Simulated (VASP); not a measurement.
# Al2H: single point with PBE

Crystal: Al2H.

```xyz
3
Lattice="1.4165 0.8178 5.4265 -1.4165 0.8178 5.4265 0.0000 -1.6356 5.4265" Properties=species:S:1:pos:R:3 pbc="T T T"
Al    0.0000    0.0000    7.8783
Al    0.0000    0.0000    0.0875
H     0.0000    0.0000   14.4183
```

```json
{
 "Program": "VASP 6.6.1",
 "Task": "single point",
 "Functional": "PBE",
 "Potentials or basis": "VASP PAW PBE potentials, release 64 (Al, H)",
 "Cutoff": "500 eV",
 "k mesh": "8 × 8 × 8",
 "Occupations": "gaussian, width 0.2 eV",
 "Spin": "no spin polarisation",
 "Dipole correction": "no",
 "Further INCAR settings": "ALGO = Normal; EDIFF = 1e-06; NBANDS = 10"
}
```

| Quantity | Value |
| --- | --- |
| Pressure | -0.1 GPa |
| Largest force | 0.012 eV/Å |

Forces on the atoms (eV/Å):
```
Al   0.000  0.000  0.012
Al   0.000  0.000 -0.005
H    0.000  0.000 -0.007
```

Stress tensor (GPa, compression positive):
```
-0.14  0.00  0.00
 0.00 -0.14  0.00
 0.00  0.00  0.03
```

Levels at points of the mesh, in eV from the Fermi level:
| k point | band 1 | band 2 | band 3 | band 4 | band 5 | band 6 | band 7 |
| --- | --- | --- | --- | --- | --- | --- | --- |
| (0.00, 0.00, 0.00) | -11.76 | -7.32 | -5.90 | 6.45 | 7.76 | 10.75 | 11.50 |
| (0.50, 0.00, 0.00) | -7.03 | -4.72 | -2.82 | -1.44 | 1.11 | 1.78 | 6.66 |
| (0.50, 0.50, 0.00) | -6.87 | -4.41 | -3.72 | -2.07 | 2.20 | 3.21 | 6.02 |
| (0.50, 0.50, 0.50) | -11.06 | -9.76 | -1.34 | 0.06 | 10.08 | 11.18 | 11.18 |

It took 2.1 min on 1 thread of Intel Xeon 8259CL (shared host), peak memory 0.24 GiB.
